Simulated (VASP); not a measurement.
# HfSiO4 (F-43m) in VASP: relaxation of cell and atoms with PBE

Aim: the relaxation of cell and atoms of HfSiO4 with PBE.

Everything below comes from runs of VASP 6.6.1. Logs are shortened: lines on timing, memory, paths and dates and some standing lists are left out, and cuts for length are marked.

## (1) The cell of the first run

The structure is cubic, space group F-43m (No. 216). Conventional cell: a = 8.256 Å, b = 8.256 Å, c = 8.256 Å, α = 90.00°, β = 90.00°, γ = 90.00°. Within 2.6 Å of Hf (site symmetry -43m) lie 4 O at 1.94 Å. Within 2.2 Å of Si (site symmetry -43m) lie 4 O at 1.63 Å. Within 2.2 Å of O (site symmetry 3m) lie 1 Si at 1.63 Å and 1 Hf at 1.94 Å.

## (2) Relaxation of cell and atoms, PBE

The input, INCAR:

```
SYSTEM = HfSiO4
  ALGO = Normal
  EDIFF = 1E-6
  EDIFFG = -0.001
  ENCUT = 600
  GGA = PE
  IBRION = 2
  ISIF = 3
  ISMEAR = 0
  LASPH = .TRUE.
  LCHARG = .FALSE.
  LREAL = .FALSE.
  LWAVE = .FALSE.
  NELM = 60
  NSW = 80
  PREC = Accurate
  SIGMA = 0.01
```

The input, KPOINTS:

```
k-points
0
G
  6 6 6
  0 0 0
```

The input, POSCAR:

```
HfSiO4
1.0
    0.0000000000      4.1278531264      4.1278531264
    4.1278531264      0.0000000000      4.1278531264
    4.1278531264      4.1278531264      0.0000000000
Hf Si O
1 1 4
Direct
    0.0000000000      0.0000000000      0.0000000000
    0.7500000000      0.7500000000      0.7500000000
    0.8641703972      0.8641703972      0.4074888084
    0.8641703972      0.4074888084      0.8641703972
    0.4074888084      0.8641703972      0.8641703972
    0.8641703972      0.8641703972      0.8641703972
```

Potentials or basis: VASP PAW PBE potentials, release 64 (Hf_pv, Si, O).

Run with:

```
cat potpaw_PBE.64/Hf_pv/POTCAR potpaw_PBE.64/Si/POTCAR potpaw_PBE.64/O/POTCAR > POTCAR
mpirun -np 1 vasp_std > vasp.out
```

OUTCAR:

```text
SYSTEM = HfSiO4
   EDIFF = 1E-6
   EDIFFG = -0.001
   ENCUT = 600
   GGA = PE
   IBRION = 2
   ISIF = 3
   ISMEAR = 0
   LASPH = .TRUE.
   LREAL = .FALSE.
   NELM = 60
   NSW = 80
   PREC = Accurate

 ion  position               nearest neighbor table
   1  0.000  0.000  0.000-   3 1.94   4 1.94   5 1.94   6 1.94
   2  0.750  0.750  0.750-   6 1.63   4 1.63   5 1.63   3 1.63
   3  0.864  0.864  0.407-   2 1.63   1 1.94
   4  0.864  0.407  0.864-   2 1.63   1 1.94
   5  0.407  0.864  0.864-   2 1.63   1 1.94
   6  0.864  0.864  0.864-   2 1.63   1 1.94

  LATTYP: Found a face centered cubic cell.
 ALAT       =     8.2557062528

  Lattice vectors:

 A1 = (   0.0000000000,   4.1278531264,   4.1278531264)
 A2 = (   4.1278531264,   0.0000000000,   4.1278531264)
 A3 = (   4.1278531264,   4.1278531264,   0.0000000000)

Analysis of symmetry for initial positions (statically):
=====================================================================
 Subroutine PRICEL returns:
 Original cell was already a primitive cell.

 Routine SETGRP: Setting up the symmetry group for a
 face centered cubic supercell.

 Subroutine GETGRP returns: Found 24 space group operations
 (whereof 24 operations were pure point group operations)
 out of a pool of 48 trial point group operations.

The static configuration has the point symmetry T_d .

Analysis of symmetry for dynamics (positions and initial velocities):
=====================================================================
 Subroutine PRICEL returns:
 Original cell was already a primitive cell.

 Routine SETGRP: Setting up the symmetry group for a
 face centered cubic supercell.

 Subroutine GETGRP returns: Found 24 space group operations
 (whereof 24 operations were pure point group operations)
 out of a pool of 48 trial point group operations.

The dynamic configuration has the point symmetry T_d .

 Subroutine INISYM returns: Found 24 space group operations
 (whereof 24 operations are pure point group operations),
 and found     1 'primitive' translations

----------------------------------------------------------------------------------------

                                     Primitive cell

  volume of cell :     140.6704

  direct lattice vectors                    reciprocal lattice vectors
     0.000000000  4.127853126  4.127853126    -0.121128341  0.121128341  0.121128341
     4.127853126  0.000000000  4.127853126     0.121128341 -0.121128341  0.121128341
     4.127853126  4.127853126  0.000000000     0.121128341  0.121128341 -0.121128341

  length of vectors
     5.837665875  5.837665875  5.837665875     0.209800440  0.209800440  0.209800440

  position of ions in fractional coordinates (direct lattice)
     0.000000000  0.000000000  0.000000000
     0.750000000  0.750000000  0.750000000
     0.864170397  0.864170397  0.407488808
     0.864170397  0.407488808  0.864170397
     0.407488808  0.864170397  0.864170397
     0.864170397  0.864170397  0.864170397

  ion indices of the primitive-cell ions
   primitive index   ion index
                 1           1
                 2           2
                 3           3
                 4           4
                 5           5
                 6           6

----------------------------------------------------------------------------------------

 KPOINTS: k-points

Automatic generation of k-mesh.
 Grid dimensions read from file:
 generate k-points for:    6    6    6

 Generating k-lattice:

  Cartesian coordinates                     Fractional coordinates (reciprocal lattice)
    -0.020188057  0.020188057  0.020188057     0.166666667  0.000000000  0.000000000
     0.020188057 -0.020188057  0.020188057     0.000000000  0.166666667  0.000000000
     0.020188057  0.020188057 -0.020188057     0.000000000  0.000000000  0.166666667

  Length of vectors
     0.034966740  0.034966740  0.034966740

  Shift w.r.t. Gamma in fractional coordinates (k-lattice)
     0.000000000  0.000000000  0.000000000

 Subroutine IBZKPT returns following result:
 ===========================================

 Found     16 irreducible k-points:

 Following reciprocal coordinates:
            Coordinates               Weight
  0.000000  0.000000  0.000000      1.000000
  0.166667  0.000000  0.000000      8.000000
  0.333333  0.000000  0.000000      8.000000
  0.500000  0.000000  0.000000      4.000000
  0.166667  0.166667  0.000000      6.000000
  0.333333  0.166667  0.000000     24.000000
[... 8 lines left out ...]
 -0.333333  0.333333  0.166667     24.000000
 -0.333333  0.500000  0.166667     12.000000
   k-points           NKPTS =     16   k-points in BZ     NKDIM =     16   number of bands    NBANDS=     23
   number of dos      NEDOS =    301   number of ions     NIONS =      6
   total plane-waves  NPLWV = 110592
   dimension x,y,z NGX =    48 NGY =   48 NGZ =   48
   dimension x,y,z NGXF=    96 NGYF=   96 NGZF=   96
   ions per type =               1   1   4
   NGX,Y,Z   is equivalent  to a cutoff of  13.67, 13.67, 13.67 a.u.
   NGXF,Y,Z  is equivalent  to a cutoff of  27.34, 27.34, 27.34 a.u.
 SYSTEM =  HfSiO4
   PREC   = accura    normal or accurate (medium, high low for compatibility)
   ISTART =      0    job   : 0-new  1-cont  2-samecut
   ICHARG =      2    charge: 1-file 2-atom 10-const
   ISPIN  =      1    spin polarized calculation?
   LNONCOLLINEAR =      F non collinear calculations
   LSORBIT =      F    spin-orbit coupling
   LASPH  =      T    aspherical Exc in radial PAW
   ENCUT  =  600.0 eV  44.10 Ry    6.64 a.u.  11.66 11.66 11.66*2*pi/ulx,y,z
   NELM   =     60;   NELMIN=  2; NELMDL= -5     # of ELM steps
   EDIFF  = 0.1E-05   stopping-criterion for ELM
   LREAL  =      F    real-space projection
   EDIFFG = -.1E-02   stopping-criterion for IOM
   NSW    =     80    number of steps for IOM
   IBRION =      2    ionic relax: 0-MD 1-quasi-New 2-CG
   NFREE  =      1    steps in history (QN), initial steepest desc. (CG)
   ISIF   =      3    stress and relaxation
   ISYM   =      2    0-nonsym 1-usesym 2-fastsym
   POTIM  = 0.5000    time-step for ionic-motion
   TEBEG  =    0.0;   TEEND  =   0.0 temperature during run
   PSTRESS=    0.0 pullay stress
   NELECT =      38.0000    total number of electrons
   NUPDOWN=      -1.0000    fix difference up-down
   EMIN   =  10.00;   EMAX   =-10.00  energy-range for DOS
   EFERMI =   0.00;   METHOD = LEGACY
   ISMEAR =     0;   SIGMA  =   0.01  broadening in eV -4-tet -1-fermi 0-gaus
   EFERMI_NEDOS =   21; number of points for ismear=-14 and -15
   IALGO  =     38    algorithm
   IMIX   =      4    mixing-type and parameters
     AMIX     =   0.40;   BMIX     =  1.00
     AMIX_MAG =   1.60;   BMIX_MAG =  1.00
  volume/ion in A,a.u.               =      23.45       158.22
  Fermi-wavevector in a.u.,A,eV,Ry     =   1.058283  1.999865 15.238019  1.119963
  Thomas-Fermi vector in A             =   2.193587
   LORBIT       =      0    0 simple, 1 ext, 2 COOP (PROOUT), +10 PAW based schemes
   GGA     = PE    functional components
   LHFCALC =     F    Hartree Fock is set to
   AEXX    =    0.0000 exact exchange contribution
   IVDW    =     0    specifies the selected vdW correction
   LEPSILON=     F    determine dielectric tensor
   LRPA    =     F    only Hartree local field effects (RPA)
 conjugate gradient relaxation of ions
 non-spin polarized calculation
 Gauss-broadening in eV      SIGMA  =   0.01
  energy-cutoff  :      600.00
  volume of cell :      140.67
 maximum number of plane-waves:      4720
 NGX is ok and might be reduce to    48
   NGX = 23   NGY = 23   NGZ = 23

--------------------------------------- Ionic step        1  -------------------------------------------

 number of electron      37.9999992 magnetization

 Free energy of the ion-electron system (eV)
  ---------------------------------------------------
  ext. energy  EPLUGINS =         0.00000000
  ---------------------------------------------------
  free energy    TOTEN  =       -53.68093334 eV

  energy without entropy =      -53.68093334  energy(sigma->0) =      -53.68093334

------------------------ aborting loop because EDIFF is reached ----------------------------------------

  FORCE on cell =-STRESS in cart. coord.  units (eV):
  Direction    XX          YY          ZZ          XY          YZ          ZX
  --------------------------------------------------------------------------------------
  -------------------------------------------------------------------------------------
  Total       -0.4871962     -0.4871962     -0.4871962      0.0000000      0.0000000     -0.0000000
  in kB       -5.5489617     -5.5489617     -5.5489617      0.0000000      0.0000000     -0.0000000
  external PRESSURE =      -5.5489617 kB  Pullay stress =       0.0000000 kB
[... 101 lines left out ...]
  FREE ENERGIE OF THE ION-ELECTRON SYSTEM (eV)
  ---------------------------------------------------
  free  energy   TOTEN  =       -53.6833814325 eV

  energy  without entropy=      -53.6833814325  energy(sigma->0) =      -53.68338143

[... ionic steps 4 to 9 ...]

--------------------------------------- Ionic step       10  -------------------------------------------

 number of electron      37.9999988 magnetization

------------------------ aborting loop because EDIFF is reached ----------------------------------------

  FORCE on cell =-STRESS in cart. coord.  units (eV):
  Direction    XX          YY          ZZ          XY          YZ          ZX
  --------------------------------------------------------------------------------------
  -------------------------------------------------------------------------------------
  Total       -0.0062969     -0.0062969     -0.0062969     -0.0000000      0.0000000      0.0000000
  in kB       -0.0720975     -0.0720975     -0.0720975     -0.0000000      0.0000000      0.0000000
  external PRESSURE =      -0.0720975 kB  Pullay stress =       0.0000000 kB
[... 65 lines left out ...]
  energy  without entropy=      -53.6834483549  energy(sigma->0) =      -53.68344835

--------------------------------------- Ionic step       12  -------------------------------------------

 number of electron      37.9999988 magnetization

 Free energy of the ion-electron system (eV)
  ---------------------------------------------------
  ext. energy  EPLUGINS =         0.00000000
  ---------------------------------------------------
  free energy    TOTEN  =       -53.68344848 eV

  energy without entropy =      -53.68344848  energy(sigma->0) =      -53.68344848

 E-fermi :  -2.3228     XC(G=0):  -6.7045

 val. band max:       -2.3892637909   @ k =   0.5000   0.0000   0.0000
 cond. band min:       2.3947288912   @ k =   0.0000   0.0000   0.0000
 fundamental gap:      4.7839926821
 Fermi energy:        -2.3228371247

 k-point     1 :       0.0000    0.0000    0.0000
  band No.  band energies     occupation
      1     -31.1456      2.00000
      2     -31.1456      2.00000
      3     -31.1456      2.00000
      4     -20.1910      2.00000
      5     -18.6171      2.00000
      6     -18.6171      2.00000
[... 438 lines left out ...]
  FREE ENERGIE OF THE ION-ELECTRON SYSTEM (eV)
  ---------------------------------------------------
  free  energy   TOTEN  =       -53.6834484817 eV

  energy  without entropy=      -53.6834484817  energy(sigma->0) =      -53.68344848

 reached required accuracy - stopping structural energy minimisation
```

Run time: 11 min. Hardware: 1 thread of AMD EPYC 7R13, shared host; peak memory 0.34 GiB.

What came out:

- Free energy: -53.6834 eV
- Relaxed volume: 23.32 Å³/atom
- Relaxed cell: a = 5.827 Å, b = 5.827 Å, c = 5.827 Å, α = 60.00°, β = 60.00°, γ = 60.00°
- Space group after relaxing (to 0.1 Å): F-43m (No. 216)
- Energy gained by relaxing: 0.4 meV/atom
- Ionic steps: 12
- Pressure after relaxing: 0.0 GPa
- Band gap on the k mesh: 4.78 eV

The path:
| step | energy change (eV) | largest force (eV/Å) | pressure (GPa) | volume (Å³) |
| --- | --- | --- | --- | --- |
| 1 | 0.0000 | 0.1940 | -0.55 | 140.67 |
| 2 | 0.0045 | 0.4070 | 0.64 | 139.02 |
| 3 | -0.0024 | 0.0272 | -0.08 | 140.06 |
| 4 | -0.0024 | 0.0202 | -0.11 | 140.07 |
| 5 | -0.0024 | 0.0423 | 0.09 | 139.79 |
| 6 | -0.0025 | 0.0078 | -0.01 | 139.94 |
| 7 | -0.0025 | 0.0073 | -0.02 | 139.95 |
| 8 | -0.0025 | 0.0096 | 0.01 | 139.91 |
| 9 | -0.0025 | 0.0015 | 0.00 | 139.93 |
| 10 | -0.0025 | 0.0003 | -0.01 | 139.93 |
| 11 | -0.0025 | 0.0009 | -0.01 | 139.93 |
| 12 | -0.0025 | 0.0008 | 0.00 | 139.91 |

Final structure:
```xyz
6
Lattice="0.0000 4.1204 4.1204 4.1204 0.0000 4.1204 4.1204 4.1204 0.0000" Properties=species:S:1:pos:R:3 pbc="T T T"
Hf    0.0000    0.0000    0.0000
Si    6.1806    6.1806    6.1806
O     5.2380    5.2380    7.1232
O     5.2380    7.1232    5.2380
O     7.1232    5.2380    5.2380
O     7.1232    7.1232    7.1232
```

Levels at points of the mesh, in eV from the valence-band top:
```tsv
k point	band 16	band 17	band 18	band 19	band 20	band 21	band 22	band 23
(0.00, 0.00, 0.00)	-1.99	0.00	0.00	0.00	4.78	6.52	6.52	7.70
(0.50, 0.00, 0.00)	-1.28	-0.77	-0.77	0.00	6.21	6.63	6.63	6.91
(0.50, 0.50, 0.00)	-1.25	-1.25	-0.43	-0.43	6.13	6.49	7.16	7.51
```

Caveat: spin-orbit coupling is left out, which moves the levels of the heavy elements.
